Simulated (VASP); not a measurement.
Runs of VASP 6.6.1 on GaP. The structure is that of space group F-43m (No. 216), or close to it. The cells are those of the table. 

```tsv
spin	cell	gap on the mesh (eV)	pressure (GPa)	moment (μB)
off	a = 3.769, b = 3.769, c = 3.842 Å, angles 60.6, 60.6, 90.0°, 2 atoms	1.29	1.9	-
off	a = 3.807, b = 3.807, c = 3.844 Å, angles 60.3, 60.3, 90.0°, 2 atoms	(b)	0.9	-
off	a = 3.826, b = 3.826, c = 3.842 Å, angles 60.1, 60.1, 90.0°, 2 atoms	1.45	0.5	-
non-collinear, zero start, SOC	a = 3.769, b = 3.769, c = 3.842 Å, angles 60.6, 60.6, 90.0°, 2 atoms	-	(a)	0.00
off	a = 3.826, b = 3.826, c = 3.844 Å, angles 60.2, 60.2, 90.0°, 2 atoms	1.45	0.4	-
off	a = 3.769, b = 3.769, c = 3.831 Å, angles 60.5, 60.5, 90.0°, 2 atoms	1.30	2.5	-
off	a = 3.923, b = 3.923, c = 3.861 Å, angles 59.5, 59.5, 90.0°, 2 atoms	1.25	-2.3	-
non-collinear, zero start, SOC	a = 3.846 Å, angles 60.0, 60.0, 90.0°, 2 atoms	-	-0.2	0.00
```

Alike in all rows: task single point; level PBEsol; potentials or basis VASP PAW PBE potentials, release 64 (Ga_d, P); k mesh 8 × 8 × 8; cutoff (eV) 520; smearing gaussian 0.01 eV.

Q: Estimate the missing entries.

A: (a) 1.8; (b) 1.40.

Caveats: the PAW data sets were made with another functional, which shifts forces and pressure a little.

A k mesh can miss the band edges, and rows without SOC leave out spin-orbit coupling on Ga.
